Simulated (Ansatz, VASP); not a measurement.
## One calculation of AlP, two programs

```
Al P
1.0
     0.00000    2.73913    2.73913
     2.73913    0.00000    2.73913
     2.73913    2.73913    0.00000
Al P
1 1
Direct
  0.00000 0.00000 0.00000
  0.25000 0.25000 0.25000
```

Alike in both runs: functional r2SCAN; k mesh 8 × 8 × 8; occupations fermi-dirac, width 0.02 eV; no spin polarisation.

Ansatz relaxed the structure, and its values are those at the end. VASP's run is a single point on that final structure, the one shown.

```csv
,VASP,Ansatz
version,VASP 6.6.1,Ansatz 0.2.0
potentials or method,"VASP PAW PBE potentials, release 64 (Al, P), cutoff 550 eV",PAW plane waves
valence electrons in the cell,8,8
```

|  | VASP | Ansatz | Ansatz less VASP |
| --- | --- | --- | --- |
| gap on the k mesh at the Fermi level (eV) | 1.93 | 1.92 | -0.003 |
| pressure (GPa) | -0.3 | 0.0 | +0.29 |

VASP's potentials were made for PBE, not for r2SCAN.
